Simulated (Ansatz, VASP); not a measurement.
# Mg: VASP beside Ansatz

```
CELL_PARAMETERS angstrom
-1.73953 1.77276 1.73953
1.80600 -1.77276 1.80600
1.73953 1.77276 -1.73953
ATOMIC_POSITIONS crystal
Mg 0.00000 0.00000 0.00000
```

Change from the starting cell: strain +0.0375 x Voigt [0, 0, 0, 0, 1, 0], atoms carried along.

Alike in both runs: task single point; functional PBE; k mesh 18 × 18 × 18; occupations gaussian, width 0.15 eV; no spin polarisation.

|  | VASP | Ansatz |
| --- | --- | --- |
| version | VASP 6.6.1 | Ansatz 0.2.0 |
| potentials or method | VASP PAW PBE potentials, release 64 (Mg), cutoff 520 eV | scalar-relativistic, plane waves, PAW |
| valence electrons in the cell | 2 | 10 |

Ansatz gave:

```
gap on the k mesh at the Fermi level (eV)                     : none
pressure (GPa)                                                : 1.1
traceless stress, the component that is largest in VASP (GPa) : -1.34
```

Problem. What did VASP give for the same quantities?

Solution. gap on the k mesh at the Fermi level (eV): none; pressure (GPa): 1.0; traceless stress, the component that is largest in VASP (GPa): -1.34.

A gap of «none» marks a metal or a gap that the smearing closes. VASP's potentials hold 2 valence electrons a cell and Ansatz's 10, so a difference there can come from the potentials and not from the codes.
